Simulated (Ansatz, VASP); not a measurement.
Two plane-wave programs on B2As3

```
B As
1.0
     3.46042   -0.00095   -0.00051
    -1.73015    3.00273    0.01311
    -0.08130   -0.14232   14.96679
B As
4 6
Direct
  0.16901 0.34066 0.81645
  0.83099 0.67353 0.62997
  0.83099 0.65934 0.18355
  0.16901 0.32647 0.37003
  0.31681 0.63469 0.94850
  0.83439 0.67319 0.77009
  0.49615 0.00619 0.58655
  0.68319 0.36531 0.05150
  0.16561 0.32681 0.22991
  0.50385 0.99381 0.41345
```

Change from the starting cell: the structure that the rattled cell fell into.

Alike in both runs: functional PBE; k mesh 10 × 10 × 2; occupations gaussian, width 0.1 eV; no spin polarisation.

Ansatz relaxed the structure, and its values are those at the end. VASP's run is a single point on that final structure, the one shown.

|  | VASP | Ansatz |
| --- | --- | --- |
| version | VASP 6.6.1 | Ansatz 0.2.0 |
| potentials or method | VASP PAW PBE potentials, release 64 (B, As), cutoff 520 eV | scalar-relativistic, plane waves, PAW |
| valence electrons in the cell | 42 | 102 |

```csv
,VASP,Ansatz,Ansatz less VASP
gap on the k mesh at the Fermi level (eV),none,none,-
pressure (GPa),0.4,0.0,-0.44
rms of the force components (eV/Å),0.015,0.003,-0.0118
```

A gap of «none» marks a metal or a gap that the smearing closes. VASP's potentials hold 42 valence electrons a cell and Ansatz's 102, so a difference there can come from the potentials and not from the codes.
